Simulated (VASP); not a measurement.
# GaAs (F-43m) in VASP: relaxation of the atoms with PBE

Aim: the relaxation of the atoms of GaAs with PBE.

Program: VASP 6.6.1. These are calculated values, not measurements. Logs are shortened: lines on timing, memory, paths and dates and some standing lists are left out, and cuts for length are marked.

## Step 1: The cell of the first run

Symmetry: F-43m, No. 216, cubic system. Conventional cell: a = 5.653 Å, b = 5.653 Å, c = 5.653 Å, α = 90.00°, β = 90.00°, γ = 90.00°. Within 3.2 Å of Ga (site symmetry -43m) lie 4 As at 2.45 Å. As (site symmetry -43m) has 4 Ga at 2.45 Å within 3.2 Å.

## Step 2: Relaxation of the atoms, PBE

File INCAR:

```
PREC = Accurate
ENCUT = 520
EDIFF = 1E-6
ISMEAR = 0
SIGMA = 0.01
LREAL = F
LASPH = T
NELM = 80
ALGO = Normal
ISIF = 2
LWAVE = F
LCHARG = F
GGA = PE
IBRION = 2
NSW = 80
EDIFFG = -0.001
```

File KPOINTS:

```
Automatic mesh
0
Gamma
  8 8 8
```

File POSCAR:

```
GaAs
1.0
    0.0000000000      2.8265000000      2.8265000000
    2.8265000000      0.0000000000      2.8265000000
    2.8265000000      2.8265000000      0.0000000000
Ga As
1 1
Direct
    0.0000000000      0.0000000000      0.0000000000
    0.2500000000      0.2500000000      0.2500000000
```

Potentials or basis: VASP PAW PBE potentials, release 64 (Ga_d, As).

The run is started by

```sh
$ cat potpaw_PBE.64/Ga_d/POTCAR potpaw_PBE.64/As/POTCAR > POTCAR
$ mpirun -np 1 vasp_std > vasp.out
```

OUTCAR:

```text
PREC = Accurate
   ENCUT = 520
   EDIFF = 1E-6
   ISMEAR = 0
   LREAL = F
   LASPH = T
   NELM = 80
   ISIF = 2
   GGA = PE
   IBRION = 2
   NSW = 80
   EDIFFG = -0.001

 ion  position               nearest neighbor table
   1  0.000  0.000  0.000-   2 2.45   2 2.45   2 2.45   2 2.45
   2  0.250  0.250  0.250-   1 2.45   1 2.45   1 2.45   1 2.45

  LATTYP: Found a face centered cubic cell.
 ALAT       =     5.6530000000

  Lattice vectors:

 A1 = (   0.0000000000,   2.8265000000,   2.8265000000)
 A2 = (   2.8265000000,   0.0000000000,   2.8265000000)
 A3 = (   2.8265000000,   2.8265000000,   0.0000000000)

Analysis of symmetry for initial positions (statically):
=====================================================================
 Subroutine PRICEL returns:
 Original cell was already a primitive cell.

 Routine SETGRP: Setting up the symmetry group for a
 face centered cubic supercell.

 Subroutine GETGRP returns: Found 24 space group operations
 (whereof 24 operations were pure point group operations)
 out of a pool of 48 trial point group operations.

The static configuration has the point symmetry T_d .

Analysis of symmetry for dynamics (positions and initial velocities):
=====================================================================
 Subroutine PRICEL returns:
 Original cell was already a primitive cell.

 Routine SETGRP: Setting up the symmetry group for a
 face centered cubic supercell.

 Subroutine GETGRP returns: Found 24 space group operations
 (whereof 24 operations were pure point group operations)
 out of a pool of 48 trial point group operations.

The dynamic configuration has the point symmetry T_d .

 Subroutine INISYM returns: Found 24 space group operations
 (whereof 24 operations are pure point group operations),
 and found     1 'primitive' translations

----------------------------------------------------------------------------------------

                                     Primitive cell

  volume of cell :      45.1624

  direct lattice vectors                    reciprocal lattice vectors
     0.000000000  2.826500000  2.826500000    -0.176897223  0.176897223  0.176897223
     2.826500000  0.000000000  2.826500000     0.176897223 -0.176897223  0.176897223
     2.826500000  2.826500000  0.000000000     0.176897223  0.176897223 -0.176897223

  length of vectors
     3.997274634  3.997274634  3.997274634     0.306394977  0.306394977  0.306394977

  position of ions in fractional coordinates (direct lattice)
     0.000000000  0.000000000  0.000000000
[... 85 lines left out ...]
   ISYM   =      2    0-nonsym 1-usesym 2-fastsym
   POTIM  = 0.5000    time-step for ionic-motion
   TEBEG  =    0.0;   TEEND  =   0.0 temperature during run
   PSTRESS=    0.0 pullay stress
   NELECT =      18.0000    total number of electrons
   NUPDOWN=      -1.0000    fix difference up-down
   EMIN   =  10.00;   EMAX   =-10.00  energy-range for DOS
   EFERMI =   0.00;   METHOD = LEGACY
   ISMEAR =     0;   SIGMA  =   0.01  broadening in eV -4-tet -1-fermi 0-gaus
   EFERMI_NEDOS =   21; number of points for ismear=-14 and -15
   IALGO  =     38    algorithm
   IMIX   =      4    mixing-type and parameters
     AMIX     =   0.40;   BMIX     =  1.00
     AMIX_MAG =   1.60;   BMIX_MAG =  1.00
  volume/ion in A,a.u.               =      22.58       152.39
  Fermi-wavevector in a.u.,A,eV,Ry     =   1.204777  2.276698 19.748689  1.451488
  Thomas-Fermi vector in A             =   2.340492
   LORBIT       =      0    0 simple, 1 ext, 2 COOP (PROOUT), +10 PAW based schemes
   GGA     = PE    functional components
   LHFCALC =     F    Hartree Fock is set to
   AEXX    =    0.0000 exact exchange contribution
   IVDW    =     0    specifies the selected vdW correction
   LEPSILON=     F    determine dielectric tensor
   LRPA    =     F    only Hartree local field effects (RPA)
 conjugate gradient relaxation of ions
 non-spin polarized calculation
 Gauss-broadening in eV      SIGMA  =   0.01
  energy-cutoff  :      520.00
  volume of cell :       45.16
 maximum number of plane-waves:      1243
 NGX is ok and might be reduce to    30
   NGX = 15   NGY = 15   NGZ = 15

 number of electron      17.9999995 magnetization

 Free energy of the ion-electron system (eV)
  ---------------------------------------------------
  ext. energy  EPLUGINS =         0.00000000
  ---------------------------------------------------
  free energy    TOTEN  =        -8.24674432 eV

  energy without entropy =       -8.24674432  energy(sigma->0) =       -8.24674432

 E-fermi :   4.0558     XC(G=0):  -9.5891

 val. band max:        3.9363328356   @ k =   0.0000   0.0000   0.0000
 cond. band min:       4.4591554233   @ k =   0.0000   0.0000   0.0000
 fundamental gap:      0.5228225877
 Fermi energy:         4.0558440763

 k-point     1 :       0.0000    0.0000    0.0000
  band No.  band energies     occupation
      1     -10.8733      2.00000
      2     -10.8733      2.00000
      3     -10.8733      2.00000
      4     -10.7940      2.00000
      5     -10.7940      2.00000
      6      -8.7920      2.00000
      7       3.9363      2.00000
      8       3.9363      2.00000
      9       3.9363      2.00000
     10       4.4592      0.00000
     11       7.6647      0.00000
     12       7.6647      0.00000
     13       7.6647      0.00000
[... 354 lines left out ...]
  band No.  band energies     occupation
      1     -10.9612      2.00000
      2     -10.8485      2.00000
      3     -10.8409      2.00000
      4     -10.7984      2.00000
      5     -10.7905      2.00000
      6      -6.6833      2.00000
      7      -2.5519      2.00000
      8       0.7084      2.00000
      9       1.9972      2.00000
     10       6.9641      0.00000
     11       8.1013      0.00000
     12      10.2767      0.00000
     13      11.6241      0.00000

 [... further k-points ...]
[... 5 lines left out ...]
  --------------------------------------------------------------------------------------
  -------------------------------------------------------------------------------------
  Total        0.9794161      0.9794161      0.9794161      0.0000000      0.0000000     -0.0000000
  in kB       34.7456840     34.7456840     34.7456840      0.0000000      0.0000000     -0.0000000
  external PRESSURE =      34.7456840 kB  Pullay stress =       0.0000000 kB

 VOLUME and BASIS-vectors are now :
 -----------------------------------------------------------------------------
  energy-cutoff  :      520.00
  volume of cell :       45.16
      direct lattice vectors                 reciprocal lattice vectors
     0.000000000  2.826500000  2.826500000    -0.176897223  0.176897223  0.176897223
     2.826500000  0.000000000  2.826500000     0.176897223 -0.176897223  0.176897223
     2.826500000  2.826500000  0.000000000     0.176897223  0.176897223 -0.176897223

 POSITION                                       TOTAL-FORCE (eV/Angst)
 -----------------------------------------------------------------------------------
      0.00000      0.00000      0.00000         0.000000      0.000000      0.000000
      1.41325      1.41325      1.41325        -0.000000     -0.000000     -0.000000
 -----------------------------------------------------------------------------------
    total drift:                                0.000002      0.000002      0.000002

  FREE ENERGIE OF THE ION-ELECTRON SYSTEM (eV)
  ---------------------------------------------------
  free  energy   TOTEN  =        -8.2467443163 eV

  energy  without entropy=       -8.2467443163  energy(sigma->0) =       -8.24674432

 reached required accuracy - stopping structural energy minimisation
```

OSZICAR:

```text
N       E                     dE             d eps       ncg     rms          rms(c)
DAV:   1     0.795321933255E+02    0.79532E+02   -0.91357E+03   754   0.185E+03
DAV:   2    -0.210735573327E+01   -0.81640E+02   -0.79142E+02   809   0.320E+02
DAV:   3    -0.830074270813E+01   -0.61934E+01   -0.61399E+01   974   0.741E+01
DAV:   4    -0.840543845885E+01   -0.10470E+00   -0.10465E+00   828   0.108E+01
DAV:   5    -0.840725181821E+01   -0.18134E-02   -0.18133E-02   949   0.127E+00    0.290E+00
DAV:   6    -0.826527640775E+01    0.14198E+00   -0.25758E-01  1146   0.976E+00    0.176E+00
DAV:   7    -0.824542924646E+01    0.19847E-01   -0.75511E-02  1014   0.221E+00    0.561E-01
DAV:   8    -0.824623129749E+01   -0.80205E-03   -0.10716E-02   874   0.145E+00    0.107E-01
DAV:   9    -0.824663014178E+01   -0.39884E-03   -0.10949E-03   925   0.461E-01    0.536E-02
DAV:  10    -0.824669184305E+01   -0.61701E-04   -0.79635E-05   991   0.104E-01    0.290E-02
DAV:  11    -0.824674395901E+01   -0.52116E-04   -0.80231E-05   814   0.745E-02    0.354E-03
DAV:  12    -0.824674431633E+01   -0.35733E-06   -0.11928E-06   692   0.174E-02
   1 F= -.82467443E+01 E0= -.82467443E+01  d E =-.824674E+01
```

Wall time 14 s (1 thread of AMD EPYC 7R13 (Zen 3), shared host); peak memory 0.14 GiB.

What came out:

```
Free energy             : -8.2467 eV
Pressure after relaxing : 3.5 GPa
Band gap on the k mesh  : 0.52 eV, direct
```

Final structure:
```xyz
2
Lattice="0.0000 2.8265 2.8265 2.8265 0.0000 2.8265 2.8265 2.8265 0.0000" Properties=species:S:1:pos:R:3 pbc="T T T"
Ga    0.0000    0.0000    0.0000
As    1.4132    1.4132    1.4132
```

Levels at points of the mesh, in eV from the valence-band top:
| k point | band 7 | band 8 | band 9 | band 10 | band 11 | band 12 |
| --- | --- | --- | --- | --- | --- | --- |
| (0.00, 0.00, 0.00) | 0.00 | 0.00 | 0.00 | 0.52 | 3.73 | 3.73 |
| (0.50, 0.00, 0.00) | -6.64 | -1.14 | -1.14 | 1.00 | 4.63 | 4.63 |
| (0.50, 0.50, 0.00) | -6.82 | -2.68 | -2.68 | 1.46 | 1.65 | 10.17 |

Caveat: the relaxation stopped at its first step, so nothing moved.
